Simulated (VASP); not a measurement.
A run of VASP 6.6.1 is set up as follows.

The input INCAR:

```
  PREC = Accurate
  ENCUT = 600
  EDIFF = 1E-6
  ISMEAR = 0
  SIGMA = 0.03
  LREAL = False
  LASPH = True
  NELM = 80
  ALGO = Normal
  ISIF = 3
  LWAVE = False
  LCHARG = False
  GGA = PE
  IVDW = 12
  IBRION = 2
  NSW = 90
  EDIFFG = -0.01
  LATTICE_CONSTRAINTS = .TRUE. .TRUE. .FALSE.
  KPAR = 8
```

KPOINTS

```
regular mesh
0
Gamma
  12 12 1
```

Contents of POSCAR:

```
WSe2
1.0
    3.2900000000      0.0000000000      0.0000000000
   -1.6450000000      2.8492235800      0.0000000000
    0.0000000000      0.0000000000     40.8012600000
Se W
8 4
Direct
    0.3333333300      0.6666666700      0.2205814200
    0.3333333300      0.6666666700      0.3025950700
    0.6666666700      0.3333333300      0.3795225900
    0.6666666700      0.3333333300      0.4615362400
    0.3333333300      0.6666666700      0.5384637600
    0.3333333300      0.6666666700      0.6204774100
    0.6666666700      0.3333333300      0.6974049300
    0.6666666700      0.3333333300      0.7794185800
    0.6666666700      0.3333333300      0.2615882500
    0.3333333300      0.6666666700      0.4205294200
    0.6666666700      0.3333333300      0.5794705800
    0.3333333300      0.6666666700      0.7384117500
```

Potentials or basis: VASP PAW PBE potentials, release 64 (Se, W_sv).

Command:

```bash
$ cat potpaw_PBE.64/Se/POTCAR potpaw_PBE.64/W_sv/POTCAR > POTCAR
$ mpirun -np 8 vasp_std > vasp.out
```

Q: What does it give for the relaxed cell?

A: a = 3.283 Å, b = 3.283 Å, c = 40.801 Å, α = 90.00°, β = 90.00°, γ = 120.00°.

Q: Predict the dispersion energy per atom.

A: -0.439 eV.

Q: Estimate the band gap on the k mesh.

A: 1.02 eV (least direct gap 1.58 eV).

Q: What does it give for the space group after relaxing (to 0.1 Å)?

A: P-3m1 (No. 164).

Final structure:
```
Se W
1.0
     3.28271    0.00000    0.00000
    -1.64136    2.84291    0.00000
     0.00000    0.00000   40.80126
Se W
8 4
Cartesian
  0.0000 1.8953 9.1186
  0.0000 1.8953 12.4923
  1.6414 0.9476 15.5116
  1.6414 0.9476 18.8830
  0.0000 1.8953 21.9182
  0.0000 1.8953 25.2897
  1.6414 0.9476 28.3090
  1.6414 0.9476 31.6826
  1.6414 0.9476 10.8058
  0.0000 1.8953 17.1972
  1.6414 0.9476 23.6040
  0.0000 1.8953 29.9955
```

Caveat: spin-orbit coupling is left out, which moves the levels of the heavy elements.
